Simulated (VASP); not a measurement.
# C (P6/mmm) in VASP: notebook

The runs below take C through single point, with LDA.

Program: VASP 6.6.1. These are calculated values, not measurements. Logs are shortened: lines on timing, memory, paths and dates and some standing lists are left out, and cuts for length are marked.

**1. The cell of the first run**

Symmetry: P6/mmm, No. 191, hexagonal system. Conventional cell: a = 2.646 Å, b = 2.646 Å, c = 7.346 Å, α = 90.00°, β = 90.00°, γ = 120.00°. Within 2.0 Å of C (site symmetry -6m2) lie 3 C at 1.53 Å.

**2. Single point, LDA**

INCAR

```
SYSTEM = C
PREC     = Accurate       ! precision mode
ENCUT    = 520            ! plane-wave cutoff, eV
EDIFF    = 1E-6           ! SCF threshold, eV
ISMEAR   = 0              ! smearing method
SIGMA    = 0.15           ! smearing width, eV
LREAL    = .FALSE.        ! projectors in reciprocal space
LASPH    = .TRUE.         ! aspherical terms in the spheres
NELM     = 60             ! most SCF steps
ALGO     = Normal         ! electronic algorithm
ISIF     = 2              ! what is computed and relaxed
LWAVE    = .FALSE.        ! write WAVECAR
LCHARG   = .TRUE.         ! write CHGCAR
LELF     = .TRUE.         ! ELF
LVHAR    = .TRUE.       
NBANDS   = 11             ! bands
```

KPOINTS

```
Automatic mesh
0
G
  24 24 6
  0 0 0
```

POSCAR

```
C
1.0
    2.6458291010      0.0000000000      0.0000000000
   -1.3229145505      2.2913552156      0.0000000000
    0.0000000000      0.0000000000      7.3455910599
C
2
Direct
    0.3333333333      0.6666666667      0.0000000000
    0.6666666667      0.3333333333      0.0000000000
```

Potentials or basis: VASP PAW LDA potentials, release 64 (C).

Started as:

```sh
$ cat potpaw_LDA.64/C/POTCAR > POTCAR
$ mpirun -np 1 vasp_std > vasp.out
```

OUTCAR:

```text
SYSTEM = C
   PREC = Accurate
   ENCUT = 520
   EDIFF = 1E-6
   ISMEAR = 0
   LREAL = .FALSE.
   LASPH = .TRUE.
   NELM = 60
   ISIF = 2

 ion  position               nearest neighbor table
   1  0.333  0.667  0.000-   2 1.53   2 1.53   2 1.53
   2  0.667  0.333  0.000-   1 1.53   1 1.53   1 1.53

  LATTYP: Found a hexagonal cell.
 ALAT       =     2.6458291010
 C/A-ratio  =     2.7762908259

  Lattice vectors:

 A1 = (   2.6458291010,   0.0000000000,   0.0000000000)
 A2 = (  -1.3229145505,   2.2913552156,   0.0000000000)
 A3 = (   0.0000000000,   0.0000000000,   7.3455910599)

Analysis of symmetry for initial positions (statically):
=====================================================================
 Subroutine PRICEL returns:
 Original cell was already a primitive cell.

 Routine SETGRP: Setting up the symmetry group for a
 hexagonal supercell.

 Subroutine GETGRP returns: Found 24 space group operations
 (whereof 24 operations were pure point group operations)
 out of a pool of 24 trial point group operations.

The static configuration has the point symmetry D_6h.

Analysis of symmetry for dynamics (positions and initial velocities):
=====================================================================
 Subroutine PRICEL returns:
 Original cell was already a primitive cell.

 Routine SETGRP: Setting up the symmetry group for a
 hexagonal supercell.

 Subroutine GETGRP returns: Found 24 space group operations
 (whereof 24 operations were pure point group operations)
 out of a pool of 24 trial point group operations.

The dynamic configuration has the point symmetry D_6h.

 Subroutine INISYM returns: Found 24 space group operations
 (whereof 24 operations are pure point group operations),
 and found     1 'primitive' translations

----------------------------------------------------------------------------------------

                                     Primitive cell

  volume of cell :      44.5329

  direct lattice vectors                    reciprocal lattice vectors
     2.645829101  0.000000000  0.000000000     0.377953360  0.218211474  0.000000000
    -1.322914550  2.291355216  0.000000000     0.000000000  0.436422949  0.000000000
     0.000000000  0.000000000  7.345591060     0.000000000  0.000000000  0.136136084

  length of vectors
     2.645829101  2.645829101  7.345591060     0.436422949  0.436422949  0.136136084

  position of ions in fractional coordinates (direct lattice)
     0.333333333  0.666666667  0.000000000
     0.666666667  0.333333333  0.000000000

  ion indices of the primitive-cell ions
   primitive index   ion index
                 1           1
                 2           2

----------------------------------------------------------------------------------------

 KPOINTS: Automatic mesh

Automatic generation of k-mesh.
 Grid dimensions read from file:
 generate k-points for:   24   24    6

 Generating k-lattice:

  Cartesian coordinates                     Fractional coordinates (reciprocal lattice)
     0.015748057  0.009092145  0.000000000     0.041666667  0.000000000  0.000000000
     0.000000000  0.018184290  0.000000000     0.000000000  0.041666667  0.000000000
     0.000000000  0.000000000  0.022689347     0.000000000  0.000000000  0.166666667

  Length of vectors
     0.018184290  0.018184290  0.022689347

  Shift w.r.t. Gamma in fractional coordinates (k-lattice)
     0.000000000  0.000000000  0.000000000

 Subroutine IBZKPT returns following result:
 ===========================================

 Found    244 irreducible k-points:

 Following reciprocal coordinates:
            Coordinates               Weight
  0.000000  0.000000  0.000000      1.000000
  0.041667 -0.000000  0.000000      6.000000
  0.083333 -0.000000  0.000000      6.000000
  0.125000  0.000000  0.000000      6.000000
  0.166667  0.000000  0.000000      6.000000
  0.208333  0.000000  0.000000      6.000000
[... 16 lines left out ...]
  0.416667  0.041667  0.000000     12.000000
  0.458333  0.041667  0.000000     12.000000
 [... further k-points ...]
   k-points           NKPTS =    244   k-points in BZ     NKDIM =    244   number of bands    NBANDS=     11
   number of dos      NEDOS =    301   number of ions     NIONS =      2
   total plane-waves  NPLWV =  22400
   dimension x,y,z NGX =    20 NGY =   20 NGZ =   56
   dimension x,y,z NGXF=    40 NGYF=   40 NGZF=  112
   ions per type =               2
   NGX,Y,Z   is equivalent  to a cutoff of  12.57, 12.57, 12.67 a.u.
   NGXF,Y,Z  is equivalent  to a cutoff of  25.13, 25.13, 25.35 a.u.
 SYSTEM =  C
   PREC   = accura    normal or accurate (medium, high low for compatibility)
   ISTART =      0    job   : 0-new  1-cont  2-samecut
   ICHARG =      2    charge: 1-file 2-atom 10-const
   ISPIN  =      1    spin polarized calculation?
   LNONCOLLINEAR =      F non collinear calculations
   LSORBIT =      F    spin-orbit coupling
   LASPH  =      T    aspherical Exc in radial PAW
   ENCUT  =  520.0 eV  38.22 Ry    6.18 a.u.   4.92  4.92 13.66*2*pi/ulx,y,z
   NELM   =     60;   NELMIN=  2; NELMDL= -5     # of ELM steps
   EDIFF  = 0.1E-05   stopping-criterion for ELM
   LREAL  =      F    real-space projection
   EDIFFG = 0.1E-04   stopping-criterion for IOM
   NSW    =      0    number of steps for IOM
   IBRION =     -1    ionic relax: 0-MD 1-quasi-New 2-CG
   NFREE  =      0    steps in history (QN), initial steepest desc. (CG)
   ISIF   =      2    stress and relaxation
   ISYM   =      2    0-nonsym 1-usesym 2-fastsym
   POTIM  = 0.5000    time-step for ionic-motion
   TEBEG  =    0.0;   TEEND  =   0.0 temperature during run
   PSTRESS=    0.0 pullay stress
   NELECT =       8.0000    total number of electrons
   NUPDOWN=      -1.0000    fix difference up-down
   EMIN   =  10.00;   EMAX   =-10.00  energy-range for DOS
   EFERMI =   0.00;   METHOD = LEGACY
   ISMEAR =     0;   SIGMA  =   0.15  broadening in eV -4-tet -1-fermi 0-gaus
   EFERMI_NEDOS =   21; number of points for ismear=-14 and -15
   IALGO  =     38    algorithm
   IMIX   =      4    mixing-type and parameters
     AMIX     =   0.40;   BMIX     =  1.00
     AMIX_MAG =   1.60;   BMIX_MAG =  1.00
  volume/ion in A,a.u.               =      22.27       150.26
  Fermi-wavevector in a.u.,A,eV,Ry     =   0.923729  1.745594 11.609511  0.853275
  Thomas-Fermi vector in A             =   2.049397
   LORBIT       =      0    0 simple, 1 ext, 2 COOP (PROOUT), +10 PAW based schemes
   GGA     = CA    functional components
   LHFCALC =     F    Hartree Fock is set to
   AEXX    =    0.0000 exact exchange contribution
   IVDW    =     0    specifies the selected vdW correction
   LEPSILON=     F    determine dielectric tensor
   LRPA    =     F    only Hartree local field effects (RPA)
 non-spin polarized calculation
 Gauss-broadening in eV      SIGMA  =   0.15
  energy-cutoff  :      520.00
  volume of cell :       44.53
 maximum number of plane-waves:      1228
 NGX is ok and might be reduce to    20

 number of electron       7.9999998 magnetization

 Free energy of the ion-electron system (eV)
  ---------------------------------------------------
  ext. energy  EPLUGINS =         0.00000000
  ---------------------------------------------------
  free energy    TOTEN  =       -19.42281249 eV

  energy without entropy =      -19.42222479  energy(sigma->0) =      -19.42251864

 E-fermi :  -1.2125     XC(G=0):  -5.6825

 val. band max:       -1.2127742910   @ k =   0.3333   0.3333   0.3333
 cond. band min:      -1.2122541517   @ k =   0.3333   0.3333   0.1667
 fundamental gap:      0.0005201392
 Fermi energy:        -1.2125131305

 k-point     1 :       0.0000    0.0000    0.0000
  band No.  band energies     occupation
      1     -18.8950      2.00000
      2      -7.5277      2.00000
      3      -4.2672      2.00000
      4      -4.2672      2.00000
      5       2.3722      0.00000
      6       5.7474      0.00000
      7       5.7474      0.00000
      8       5.7577      0.00000
      9       7.1652      0.00000
     10       7.7918      0.00000
     11       8.0717      0.00000

 k-point     2 :       0.0417   -0.0000    0.0000
  band No.  band energies     occupation
      1     -18.8591      2.00000
      2      -7.4864      2.00000
      3      -4.4226      2.00000
      4      -4.3382      2.00000
      5       2.4205      0.00000
      6       5.7597      0.00000
      7       5.8023      0.00000
      8       5.8903      0.00000
      9       7.2521      0.00000
     10       7.6881      0.00000
     11       8.1183      0.00000

 k-point     3 :       0.0833   -0.0000    0.0000
  band No.  band energies     occupation
      1     -18.7515      2.00000
      2      -7.3628      2.00000
      3      -4.8622      2.00000
      4      -4.5374      2.00000
      5       2.5655      0.00000
      6       5.7467      0.00000
      7       5.9356      0.00000
      8       6.3044      0.00000
      9       7.3849      0.00000
     10       7.5451      0.00000
     11       8.2581      0.00000

 k-point     4 :       0.1250    0.0000    0.0000
  band No.  band energies     occupation
      1     -18.5726      2.00000
      2      -7.1579      2.00000
      3      -5.5234      2.00000
      4      -4.8305      2.00000
      5       2.8071      0.00000
      6       5.6480      0.00000
      7       6.1550      0.00000
      8       6.9040      0.00000
      9       6.9512      0.00000
     10       8.0622      0.00000
     11       8.4911      0.00000
[... 239 lines left out ...]
 k-point    22 :       0.3750    0.0417    0.0000
  band No.  band energies     occupation
      1     -15.7422      2.00000
      2     -11.4943      2.00000
      3      -6.9405      2.00000
      4      -4.1104      2.00000
      5       1.5416      0.00000
      6       4.5793      0.00000
      7       6.7399      0.00000
      8       9.5494      0.00000
      9      11.6400      0.00000
     10      12.1507      0.00000
     11      13.4214      0.00000

 k-point    23 :       0.4167    0.0417    0.0000
  band No.  band energies     occupation
      1     -15.1206      2.00000
      2     -12.3258      2.00000
      3      -7.0756      2.00000
      4      -3.5643      2.00000
      5       0.8159      0.00000
      6       4.4874      0.00000
      7       7.6821      0.00000
      8      10.2264      0.00000
      9      10.8531      0.00000
     10      12.9004      0.00000
     11      13.0430      0.00000

 k-point    24 :       0.4583    0.0417    0.0000
  band No.  band energies     occupation
      1     -14.5871      2.00000
      2     -12.9655      2.00000
      3      -7.1438      2.00000
      4      -3.1990      2.00000
      5       0.3584      0.00000
      6       4.4408      0.00000
      7       8.7008      0.00000
      8       9.7851      0.00000
      9      10.7562      0.00000
     10      12.5589      0.00000
     11      13.5363      0.00000

 [... further k-points ...]
[... 5 lines left out ...]
  --------------------------------------------------------------------------------------
  -------------------------------------------------------------------------------------
  Total       -9.0795385     -9.0795385     -0.0108514     -0.0000000      0.0000000      0.0000000
  in kB     -326.6580750   -326.6580750     -0.3904052     -0.0000000      0.0000000      0.0000000
  external PRESSURE =    -217.9021851 kB  Pullay stress =       0.0000000 kB

 VOLUME and BASIS-vectors are now :
 -----------------------------------------------------------------------------
  energy-cutoff  :      520.00
  volume of cell :       44.53
      direct lattice vectors                 reciprocal lattice vectors
     2.645829101  0.000000000  0.000000000     0.377953360  0.218211474  0.000000000
    -1.322914550  2.291355216  0.000000000     0.000000000  0.436422949  0.000000000
     0.000000000  0.000000000  7.345591060     0.000000000  0.000000000  0.136136084

 POSITION                                       TOTAL-FORCE (eV/Angst)
 -----------------------------------------------------------------------------------
     -0.00000      1.52757      0.00000        -0.000000      0.000000      0.000000
      1.32291      0.76379      0.00000         0.000000     -0.000000     -0.000000
 -----------------------------------------------------------------------------------
    total drift:                                0.000000     -0.000000     -0.000000

  FREE ENERGIE OF THE ION-ELECTRON SYSTEM (eV)
  ---------------------------------------------------
  free  energy   TOTEN  =       -19.4228124851 eV

  energy  without entropy=      -19.4222247866  energy(sigma->0) =      -19.42251864
```

Run time: 60 s. Hardware: 1 thread of Intel Xeon Platinum 8488C (Sapphire Rapids), shared host; peak memory 0.2 GiB.

Results:

- Free energy: -19.4228 eV
- Pressure: -21.8 GPa
- Band gap on the k mesh: zero (filled and empty bands touch)

Stress tensor (GPa, compression positive):
```
-32.67   0.00   0.00
  0.00 -32.67   0.00
  0.00   0.00  -0.04
```

Levels at points of the mesh, in eV from the Fermi level:
```
           k point  band 1  band 2  band 3  band 4  band 5  band 6  band 7  band 8  band 9
(0.00, 0.00, 0.00)  -17.68   -6.32   -3.05   -3.05    3.58    6.96    6.96    6.97    8.38
(0.50, 0.00, 0.00)  -13.30  -11.89   -5.82   -1.96    1.52    5.48   10.36   10.48   12.13
(0.00, 0.00, 0.50)  -17.68   -6.32   -3.05   -3.05    4.61    4.83    6.96    6.96    8.38
(0.50, 0.00, 0.50)  -13.30  -11.89   -5.82   -1.97    1.51    5.48   11.04   11.28   11.43
```

**3. Single point, LDA**

This run uses another cell than the first one, of the same volume but with other edges.

INCAR

```
PREC     = Accurate       # precision mode
ENCUT    = 520            # plane-wave cutoff, eV
EDIFF    = 1E-6           # SCF threshold, eV
ISMEAR   = 0              # smearing method
SIGMA    = 0.15           # smearing width, eV
LREAL    = False          # projectors in reciprocal space
LASPH    = True           # aspherical terms in the spheres
NELM     = 80             # most SCF steps
ALGO     = Normal         # electronic algorithm
ISIF     = 2              # what is computed and relaxed
LWAVE    = False          # write WAVECAR
LCHARG   = False          # write CHGCAR
GGA      = CA             # functional
NBANDS   = 11             # bands
```

KPOINTS

```
Automatic mesh
0
Gamma
  24 24 6
```

POSCAR

```
C
1.0
    2.2504912762      0.0000000000      0.0000000000
   -1.1252456381      1.9489826162      0.0000000000
    0.0000000000      0.0000000000     10.1530297109
C
2
Direct
    0.3333333333      0.6666666667      0.0000000000
    0.6666666667      0.3333333333      0.0000000000
```

Potentials or basis: VASP PAW LDA potentials, release 64 (C).

Started as:

```sh
$ cat potpaw_LDA.64/C/POTCAR > POTCAR
$ mpirun -np 1 vasp_std > vasp.out
```

It took 83 s on 1 thread of Intel Xeon Platinum 8488C (Sapphire Rapids), shared host; peak memory 0.2 GiB.

The run converged. Its results:

```
Free energy            : -19.0611 eV
Band gap on the k mesh : zero (filled and empty bands touch)
```

Levels at points of the mesh, in eV from the Fermi level:
```
           k point  band 1  band 2  band 3  band 4  band 5  band 6  band 7  band 8
(0.00, 0.00, 0.00)  -21.57   -9.67   -2.82   -2.82    2.37    4.03    5.10    9.65
(0.50, 0.00, 0.00)  -15.05  -14.90   -7.15   -2.94    1.69   10.40   11.85   11.92
(0.00, 0.00, 0.50)  -21.57   -9.67   -2.82   -2.82    2.60    3.29    6.41    7.82
(0.50, 0.00, 0.50)  -15.05  -14.90   -7.15   -2.94    1.69   10.40   11.98   12.06
```
